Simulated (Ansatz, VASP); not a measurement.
**Al in VASP and in Ansatz**

```
CELL_PARAMETERS angstrom
0.00000 2.05434 1.96326
2.05434 0.00000 1.96326
2.05434 2.05434 0.00000
ATOMIC_POSITIONS crystal
Al 0.00000 0.00000 0.00000
```

Change from the starting cell: strain +0.015 along x and y, -0.030 along z, atoms carried along.

Alike in both runs: task single point; functional PBE; k mesh 20 × 20 × 20; occupations gaussian, width 0.15 eV; no spin polarisation.

```csv
,VASP,Ansatz
version,VASP 6.6.1,Ansatz 0.2.0
potentials or method,"VASP PAW PBE potentials, release 64 (Al), cutoff 520 eV","scalar-relativistic, plane waves, PAW"
valence electrons in the cell,3,3
```

```tsv
	VASP	Ansatz	Ansatz less VASP
gap on the k mesh at the Fermi level (eV)	none	none	-
pressure (GPa)	-0.3	-0.2	+0.04
traceless stress, the component that is largest in VASP (GPa)	1.42	1.43	+0.005
```

A gap of «none» marks a metal or a gap that the smearing closes. The functional is the same, so the differences come from potentials, cutoffs and numerics.
